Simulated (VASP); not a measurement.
Wanted: the native input for a VASP 6.6.1 run.

| Property | Result |
| --- | --- |
| Task | single point |
| Functional | PBE |
| Potentials or basis | VASP PAW PBE potentials, release 64 (Ni_sv_GW) |
| Cutoff | 690 eV |
| k mesh | 15 × 15 × 15 |
| Occupations | gaussian, width 0.6 eV |
| Spin | collinear spin, ferromagnetic start |
| Starting moments | [0.672] μB |
| Dipole correction | no |
| Further INCAR settings | ALGO = Normal; EDIFF = 1e-06; NBANDS = 19 |

The structure of Ni lies in POSCAR:

```
Ni
1.0
    0.0000000000      1.7596893266      1.7596893266
    1.7596893266      0.0000000000      1.7596893266
    1.7596893266      1.7596893266      0.0000000000
Ni
1
Direct
    0.0000000000      0.0000000000      0.0000000000
```

The input as run:

INCAR

```
PREC     = Accurate       # precision mode
ENCUT    = 690            # plane-wave cutoff, eV
EDIFF    = 1E-6           # SCF threshold, eV
ISMEAR   = 0              # smearing method
SIGMA    = 0.6            # smearing width, eV
LREAL    = False          # projectors in reciprocal space
LASPH    = True           # aspherical terms in the spheres
NELM     = 200            # most SCF steps
ALGO     = Normal         # electronic algorithm
ISIF     = 2              # what is computed and relaxed
LWAVE    = False          # write WAVECAR
LCHARG   = False          # write CHGCAR
ISPIN    = 2              # spin polarisation
MAGMOM   = 0.672          # initial moments
LORBIT   = 11             # projections on sites
LMAXMIX  = 4              # l up to which the mixer works
GGA      = PE             # functional
NBANDS   = 19             # bands
GGA_COMPAT= False
```

KPOINTS

```
Automatic mesh
0
Gamma
  15 15 15
```

Potentials or basis: VASP PAW PBE potentials, release 64 (Ni_sv_GW).

The run is started by

```sh
$ cat potpaw_PBE.64/Ni_sv_GW/POTCAR > POTCAR
$ mpirun -np 1 vasp_std > vasp.out
```

Results of the run:

| Quantity | Value |
| --- | --- |
| Pressure | 0.0 GPa |
| Net moment | 0.29 μB per cell |
| Site moments | Ni +0.31 μB |
| Valence electrons inside the program's atomic spheres | Ni 16.34 |

Caveat: so wide a smearing shifts energies and pressures.

Wall time 78 s on 1 thread of Intel(R) Xeon(R) Platinum 8259CL CPU @ 2.50GHz (Skylake/Cascade Lake), on a shared host, peak memory 0.21 GiB.
